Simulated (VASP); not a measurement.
## Ag: single point with PBE

The system is Ag.

```
CELL_PARAMETERS angstrom
0.00000 2.04275 2.04275
2.04275 0.00000 2.04275
2.04275 2.04275 0.00000
ATOMIC_POSITIONS crystal
Ag 0.00000 0.00000 0.00000
```

```json
{
 "Program": "VASP 6.6.1",
 "Task": "single point",
 "Functional": "PBE",
 "Potentials or basis": "VASP PAW PBE potentials, release 64 (Ag)",
 "Cutoff": "520 eV",
 "k mesh": "11 × 11 × 11",
 "Occupations": "gaussian, width 0.025 eV",
 "Spin": "no spin polarisation"
}
```

* Pressure: 4.1 GPa

Levels at points of the mesh, in eV from the Fermi level:
```tsv
k point	band 2	band 3	band 4	band 5	band 6	band 7	band 8	band 9	band 10	band 11
(0.00, 0.00, 0.00)	-5.08	-5.08	-5.08	-4.05	-4.05	15.76	19.34	19.34	19.34	24.15
```

It took 6.3 s on 1 thread of AMD EPYC 9R45 96-Core Processor (Zen 5), on a shared host, peak memory 0.11 GiB.
